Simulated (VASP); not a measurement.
# Cd4Se3 (P-43m) in VASP: notebook, part 2 of 2

VASP 6.6.1.

## (4) Relaxation of cell and atoms, PBE

This run uses another cell than the first one, of 27.47 Å³/atom.

INCAR reads:

```
SYSTEM = Cd4Se3
PREC     = Accurate       ! precision mode
ENCUT    = 600            ! plane-wave cutoff, eV
EDIFF    = 1E-7           ! SCF threshold, eV
ISMEAR   = 0              ! smearing method
SIGMA    = 0.2            ! smearing width, eV
LREAL    = .False.        ! projectors in reciprocal space
LASPH    = .True.         ! aspherical terms in the spheres
NELM     = 80             ! most SCF steps
ALGO     = Normal         ! electronic algorithm
ISIF     = 3              ! what is computed and relaxed
LWAVE    = .False.        ! write WAVECAR
LCHARG   = .False.        ! write CHGCAR
GGA      = PE             ! functional
IBRION   = 2              ! ionic algorithm
NSW      = 36             ! ionic steps
EDIFFG   = -0.08          ! ionic threshold
```

KPOINTS reads:

```
Automatic mesh
0
Gamma
  3 3 3
  0 0 0
```

POSCAR reads:

```
Cd4Se3
1.0
    5.7722199500      0.0000000000      0.0000000000
    0.0000000000      5.7722199500      0.0000000000
    0.0000000000      0.0000000000      5.7722199500
Cd Se
4 3
Direct
    0.7206873300      0.7206873300      0.7206873300
    0.2793126700      0.2793126700      0.7206873300
    0.2793126700      0.7206873300      0.2793126700
    0.7206873300      0.2793126700      0.2793126700
    0.0000000000      0.0000000000      0.5000000000
    0.5000000000      0.0000000000      0.0000000000
    0.0000000000      0.5000000000      0.0000000000
```

Potentials or basis: VASP PAW PBE potentials, release 64 (Cd, Se).

Run with:

```console
$ cat potpaw_PBE.64/Cd/POTCAR potpaw_PBE.64/Se/POTCAR > POTCAR
$ mpirun -np 1 vasp_std > vasp.out
```

OUTCAR:

```text
SYSTEM = Cd4Se3
   PREC = Accurate
   ENCUT = 600
   EDIFF = 1E-7
   ISMEAR = 0
   LREAL = .False.
   LASPH = .True.
   NELM = 80
   ISIF = 3
   GGA = PE
   IBRION = 2
   NSW = 36
   EDIFFG = -0.08

 ion  position               nearest neighbor table
   1  0.721  0.721  0.721-   5 2.61   6 2.61   7 2.61   2 3.60   3 3.60   4 3.60
   2  0.279  0.279  0.721-   5 2.61   6 2.61   7 2.61   1 3.60   3 3.60   4 3.60
   3  0.279  0.721  0.279-   5 2.61   6 2.61   7 2.61   1 3.60   2 3.60   4 3.60
   4  0.721  0.279  0.279-   5 2.61   6 2.61   7 2.61   1 3.60   2 3.60   3 3.60
   5  0.000  0.000  0.500-   1 2.61   2 2.61   3 2.61   4 2.61
   6  0.500  0.000  0.000-   1 2.61   2 2.61   3 2.61   4 2.61
   7  0.000  0.500  0.000-   1 2.61   2 2.61   3 2.61   4 2.61

  LATTYP: Found a simple cubic cell.
 ALAT       =     5.7722199500

  Lattice vectors:

 A1 = (   5.7722199500,   0.0000000000,   0.0000000000)
 A2 = (   0.0000000000,   5.7722199500,   0.0000000000)
 A3 = (   0.0000000000,   0.0000000000,   5.7722199500)

Analysis of symmetry for initial positions (statically):
=====================================================================
 Subroutine PRICEL returns:
 Original cell was already a primitive cell.

 Routine SETGRP: Setting up the symmetry group for a
 simple cubic supercell.

 Subroutine GETGRP returns: Found 24 space group operations
 (whereof 24 operations were pure point group operations)
 out of a pool of 48 trial point group operations.

The static configuration has the point symmetry T_d .

Analysis of symmetry for dynamics (positions and initial velocities):
=====================================================================
 Subroutine PRICEL returns:
 Original cell was already a primitive cell.

 Routine SETGRP: Setting up the symmetry group for a
 simple cubic supercell.

 Subroutine GETGRP returns: Found 24 space group operations
 (whereof 24 operations were pure point group operations)
 out of a pool of 48 trial point group operations.

The dynamic configuration has the point symmetry T_d .

 Subroutine INISYM returns: Found 24 space group operations
 (whereof 24 operations are pure point group operations),
 and found     1 'primitive' translations

----------------------------------------------------------------------------------------

                                     Primitive cell

  volume of cell :     192.3218

  direct lattice vectors                    reciprocal lattice vectors
     5.772219950  0.000000000  0.000000000     0.173243572  0.000000000  0.000000000
     0.000000000  5.772219950  0.000000000     0.000000000  0.173243572  0.000000000
     0.000000000  0.000000000  5.772219950     0.000000000  0.000000000  0.173243572

  length of vectors
     5.772219950  5.772219950  5.772219950     0.173243572  0.173243572  0.173243572

  position of ions in fractional coordinates (direct lattice)
     0.720687330  0.720687330  0.720687330
     0.279312670  0.279312670  0.720687330
     0.279312670  0.720687330  0.279312670
     0.720687330  0.279312670  0.279312670
     0.000000000  0.000000000  0.500000000
     0.500000000  0.000000000  0.000000000
     0.000000000  0.500000000  0.000000000

  ion indices of the primitive-cell ions
   primitive index   ion index
                 1           1
                 2           2
                 3           3
                 4           4
                 5           5
                 6           6
                 7           7

----------------------------------------------------------------------------------------

 KPOINTS: Automatic mesh

Automatic generation of k-mesh.
 Grid dimensions read from file:
 generate k-points for:    3    3    3

 Generating k-lattice:

  Cartesian coordinates                     Fractional coordinates (reciprocal lattice)
     0.057747857  0.000000000  0.000000000     0.333333333  0.000000000  0.000000000
     0.000000000  0.057747857  0.000000000     0.000000000  0.333333333  0.000000000
     0.000000000  0.000000000  0.057747857     0.000000000  0.000000000  0.333333333

  Length of vectors
     0.057747857  0.057747857  0.057747857

  Shift w.r.t. Gamma in fractional coordinates (k-lattice)
     0.000000000  0.000000000  0.000000000

 Subroutine IBZKPT returns following result:
 ===========================================

 Found      4 irreducible k-points:

 Following reciprocal coordinates:
            Coordinates               Weight
  0.000000  0.000000  0.000000      1.000000
  0.333333  0.000000  0.000000      6.000000
  0.333333  0.333333  0.000000     12.000000
  0.333333  0.333333  0.333333      8.000000
   k-points           NKPTS =      4   k-points in BZ     NKDIM =      4   number of bands    NBANDS=     39
   number of dos      NEDOS =    301   number of ions     NIONS =      7
   total plane-waves  NPLWV = 110592
   dimension x,y,z NGX =    48 NGY =   48 NGZ =   48
   dimension x,y,z NGXF=    96 NGYF=   96 NGZF=   96
   ions per type =               4   3
   NGX,Y,Z   is equivalent  to a cutoff of  13.82, 13.82, 13.82 a.u.
   NGXF,Y,Z  is equivalent  to a cutoff of  27.65, 27.65, 27.65 a.u.
 SYSTEM =  Cd4Se3
   PREC   = accura    normal or accurate (medium, high low for compatibility)
   ISTART =      0    job   : 0-new  1-cont  2-samecut
   ICHARG =      2    charge: 1-file 2-atom 10-const
   ISPIN  =      1    spin polarized calculation?
   LNONCOLLINEAR =      F non collinear calculations
   LSORBIT =      F    spin-orbit coupling
   LASPH  =      T    aspherical Exc in radial PAW
   ENCUT  =  600.0 eV  44.10 Ry    6.64 a.u.  11.53 11.53 11.53*2*pi/ulx,y,z
   NELM   =     80;   NELMIN=  2; NELMDL= -5     # of ELM steps
   EDIFF  = 0.1E-06   stopping-criterion for ELM
   LREAL  =      F    real-space projection
   EDIFFG = -.8E-01   stopping-criterion for IOM
   NSW    =     36    number of steps for IOM
   IBRION =      2    ionic relax: 0-MD 1-quasi-New 2-CG
   NFREE  =      1    steps in history (QN), initial steepest desc. (CG)
   ISIF   =      3    stress and relaxation
   ISYM   =      2    0-nonsym 1-usesym 2-fastsym
   POTIM  = 0.5000    time-step for ionic-motion
   TEBEG  =    0.0;   TEEND  =   0.0 temperature during run
   PSTRESS=    0.0 pullay stress
   NELECT =      66.0000    total number of electrons
   NUPDOWN=      -1.0000    fix difference up-down
   EMIN   =  10.00;   EMAX   =-10.00  energy-range for DOS
   EFERMI =   0.00;   METHOD = LEGACY
   ISMEAR =     0;   SIGMA  =   0.20  broadening in eV -4-tet -1-fermi 0-gaus
   EFERMI_NEDOS =   21; number of points for ismear=-14 and -15
   IALGO  =     38    algorithm
   IMIX   =      4    mixing-type and parameters
     AMIX     =   0.40;   BMIX     =  1.00
     AMIX_MAG =   1.60;   BMIX_MAG =  1.00
  volume/ion in A,a.u.               =      27.47       185.41
  Fermi-wavevector in a.u.,A,eV,Ry     =   1.146164  2.165935 17.873851  1.313691
  Thomas-Fermi vector in A             =   2.282849
   LORBIT       =      0    0 simple, 1 ext, 2 COOP (PROOUT), +10 PAW based schemes
   GGA     = PE    functional components
   LHFCALC =     F    Hartree Fock is set to
   AEXX    =    0.0000 exact exchange contribution
   IVDW    =     0    specifies the selected vdW correction
   LEPSILON=     F    determine dielectric tensor
   LRPA    =     F    only Hartree local field effects (RPA)
 conjugate gradient relaxation of ions
 non-spin polarized calculation
 Gauss-broadening in eV      SIGMA  =   0.20
  energy-cutoff  :      600.00
  volume of cell :      192.32
 maximum number of plane-waves:      6443
 NGX is ok and might be reduce to    48
   NGX = 23   NGY = 23   NGZ = 23

--------------------------------------- Ionic step        1  -------------------------------------------

 number of electron      65.9999991 magnetization

 Free energy of the ion-electron system (eV)
  ---------------------------------------------------
  ext. energy  EPLUGINS =         0.00000000
  ---------------------------------------------------
  free energy    TOTEN  =       -15.65411791 eV

  energy without entropy =      -15.65411755  energy(sigma->0) =      -15.65411773

------------------------ aborting loop because EDIFF is reached ----------------------------------------

  FORCE on cell =-STRESS in cart. coord.  units (eV):
  Direction    XX          YY          ZZ          XY          YZ          ZX
  --------------------------------------------------------------------------------------
  -------------------------------------------------------------------------------------
  Total        3.9375635      3.9375635      3.9375635     -0.0000000     -0.0000000      0.0000000
  in kB       32.8026961     32.8026961     32.8026961     -0.0000000     -0.0000000      0.0000000
  external PRESSURE =      32.8026961 kB  Pullay stress =       0.0000000 kB
[... 190 lines left out ...]
  energy  without entropy=      -15.8246818400  energy(sigma->0) =      -15.82468215

--------------------------------------- Ionic step        6  -------------------------------------------

 number of electron      65.9999996 magnetization

 Free energy of the ion-electron system (eV)
  ---------------------------------------------------
  ext. energy  EPLUGINS =         0.00000000
  ---------------------------------------------------
  free energy    TOTEN  =       -15.84460860 eV

  energy without entropy =      -15.84460841  energy(sigma->0) =      -15.84460850

 E-fermi :   1.4451     XC(G=0):  -9.0788

 val. band max:        0.7188213942   @ k =   0.3333   0.3333   0.0000
 cond. band min:       2.1521915084   @ k =   0.3333   0.0000   0.0000
 fundamental gap:      1.4333701142
 Fermi energy:         1.4450940520

 k-point     1 :       0.0000    0.0000    0.0000
  band No.  band energies     occupation
      1     -11.5085      2.00000
      2     -11.0205      2.00000
      3     -11.0205      2.00000
      4      -7.1468      2.00000
      5      -7.1468      2.00000
      6      -7.1468      2.00000
[... 191 lines left out ...]
  FREE ENERGIE OF THE ION-ELECTRON SYSTEM (eV)
  ---------------------------------------------------
  free  energy   TOTEN  =       -15.8446085991 eV

  energy  without entropy=      -15.8446084087  energy(sigma->0) =      -15.84460850

 reached required accuracy - stopping structural energy minimisation
```

Wall time 6.7 min (1 thread of AMD EPYC 7R13, shared host); peak memory 0.31 GiB.

What came out:

- Free energy: -15.8446 eV
- Relaxed volume: 28.25 Å³/atom
- Relaxed cell: a = 5.826 Å, b = 5.826 Å, c = 5.826 Å, α = 90.00°, β = 90.00°, γ = 90.00°
- Space group after relaxing (to 0.1 Å): P-43m (No. 215)
- Energy gained by relaxing: 27.2 meV/atom
- Ionic steps: 6
- Pressure after relaxing: 0.0 GPa
- Largest force after relaxing: 0.055 eV/Å
- Band gap on the k mesh: 1.43 eV (least direct gap 1.59 eV)

Forces on the atoms (eV/Å):
```
Cd  -0.032 -0.032 -0.032
Cd   0.032  0.032 -0.032
Cd   0.032 -0.032  0.032
Cd  -0.032  0.032  0.032
Se   0.000  0.000  0.000
Se   0.000  0.000  0.000
Se   0.000  0.000  0.000
```

The path:
```csv
step,energy change (eV),largest force (eV/Å),pressure (GPa),volume (Å³)
1,0.0000,0.6218,3.28,192.32
2,-0.1389,0.0534,-0.96,208.41
3,-0.1490,0.1635,-0.19,204.84
4,-0.1550,0.1547,-0.18,204.12
5,-0.1706,0.1256,-0.14,201.98
6,-0.1905,0.0547,-0.03,197.73
```

Final structure:
```yaml
crystal:
  lattice:
    - [5.82579, 0.00000, 0.00000]
    - [0.00000, 5.82579, 0.00000]
    - [0.00000, 0.00000, 5.82579]
  atoms:
    - { symbol: Cd, position: [0.71045, 0.71045, 0.71045] }
    - { symbol: Cd, position: [0.28955, 0.28955, 0.71045] }
    - { symbol: Cd, position: [0.28955, 0.71045, 0.28955] }
    - { symbol: Cd, position: [0.71045, 0.28955, 0.28955] }
    - { symbol: Se, position: [0.00000, 0.00000, 0.50000] }
    - { symbol: Se, position: [0.50000, 0.00000, 0.00000] }
    - { symbol: Se, position: [0.00000, 0.50000, 0.00000] }
```

Levels at points of the mesh, in eV from the valence-band top:
| k point | band 30 | band 31 | band 32 | band 33 | band 34 | band 35 | band 36 | band 37 |
| --- | --- | --- | --- | --- | --- | --- | --- | --- |
| (0.00, 0.00, 0.00) | -1.45 | -0.28 | -0.28 | -0.28 | 2.80 | 2.80 | 3.56 | 3.56 |

Caveat: an odd mesh through Γ misses points on the zone boundary, where band edges can lie; the relaxation stopped at a loose force limit of 0.08 eV/Å, so its end isn't a converged minimum.

## (5) Summary

| task | cell | k mesh | cutoff (eV) | smearing | gap on the mesh (eV) | pressure (GPa) | largest force (eV/Å) |
| --- | --- | --- | --- | --- | --- | --- | --- |
| single point | a = 5.793 Å, 7 atoms, atomic positions A | 2 × 2 × 2 | 520 | gaussian 0.1 eV | 0.29 | 0.7 | 0.09 |
| single point | a = 5.814 Å, 7 atoms, atomic positions B | 3 × 3 × 3 | 520 | gaussian 0.2 eV | 1.45 | 0.1 | 0.04 |
| relaxation of cell and atoms | relaxed from a = 5.772 Å, 7 atoms, atomic positions C | 3 × 3 × 3 | 600 | gaussian 0.2 eV | 1.43 | 0.0 | 0.05 |

Alike in all rows: level PBE; potentials or basis VASP PAW PBE potentials, release 64 (Cd, Se); no spin polarisation.

Caveats: some runs use coarse meshes; an odd mesh through Γ misses points on the zone boundary, where band edges can lie (at least some runs); semilocal functionals underestimate gaps, and a narrow one can read as zero (at least some runs); the relaxation stopped at a loose force limit of 0.08 eV/Å, so its end isn't a converged minimum (at least some runs).

Absolute energies hang on the potentials; compare differences alone.
